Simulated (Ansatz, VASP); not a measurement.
# One calculation of FeO, two programs

File INCAR:

```
PREC     = Accurate       # precision mode
ENCUT    = 520            # plane-wave cutoff, eV
EDIFF    = 1E-6           # SCF threshold, eV
ISMEAR   = 0              # smearing method
SIGMA    = 0.1            # smearing width, eV
LREAL    = F              # projectors in reciprocal space
LASPH    = T              # aspherical terms in the spheres
NELM     = 150            # most SCF steps
ALGO     = Normal         # electronic algorithm
ISIF     = 2              # what is computed and relaxed
LWAVE    = F              # write WAVECAR
LCHARG   = F              # write CHGCAR
ISPIN    = 2              # spin polarisation
MAGMOM   = 3.76 0.37      # initial moments
LORBIT   = 11             # projections on sites
LMAXMIX  = 4              # l up to which the mixer works
GGA      = PS             # functional
NBANDS   = 18             # bands
```

Contents of KPOINTS:

```
regular mesh
0
Gamma
  18 18 18
```

The input POSCAR:

```
FeO
1.0
    0.0000000000      2.1914780704      2.1914780704
    2.1914780704      0.0000000000      2.1914780704
    2.1914780704      2.1914780704      0.0000000000
Fe O
1 1
Direct
    0.0000000000      0.0000000000      0.0000000000
    0.5000000000      0.5000000000      0.5000000000
```

Input for Ansatz:

```yaml
crystal:
  lattice:
    - [0.0, 2.1914780704, 2.1914780704]
    - [2.1914780704, 0.0, 2.1914780704]
    - [2.1914780704, 2.1914780704, 0.0]
  atoms:
    - { symbol: Fe, position: [0.0, 0.0, 0.0], spin: 3.76 }
    - { symbol: O, position: [0.5, 0.5, 0.5], spin: 0.37 }
basis:
  ecutwfc: 420
kpoints:
  mp_grid: { grid: [18, 18, 18] }
hamiltonian:
  xc: pbesol
scf:
  occupations: { method: gaussian, width: 0.1 }
output:
  forces: true
  stress: true
  eigenvalues: true
  populations: true
magnetization:
  spin_polarized: true
```

Alike in both runs: task single point; functional PBEsol; k mesh 18 × 18 × 18; occupations gaussian, width 0.1 eV; collinear spin.

|  | VASP | Ansatz |
| --- | --- | --- |
| version | VASP 6.6.1 | Ansatz 0.2.0 |
| potentials or method | VASP PAW PBE potentials, release 64 (Fe, O), cutoff 520 eV | scalar-relativistic, plane waves, PAW |
| valence electrons in the cell | 14 | 22 |

|  | VASP | Ansatz | Ansatz less VASP |
| --- | --- | --- | --- |
| gap on the k mesh at the Fermi level (eV) | none | none | - |
| pressure (GPa) | -16.0 | -16.0 | -0.05 |
| net moment per atom (μB) | 2.00 | 2.00 | +0.001 |
| size of the moment on the site where the two differ most (μB) | 3.62 | 3.47 | -0.153 |

VASP's potentials were made for PBE, not for PBEsol. Site moments also hang on the region over which each program counts them. A gap of «none» marks a metal or a gap that the smearing closes. VASP's potentials hold 14 valence electrons a cell and Ansatz's 22, so a difference there can come from the potentials and not from the codes.
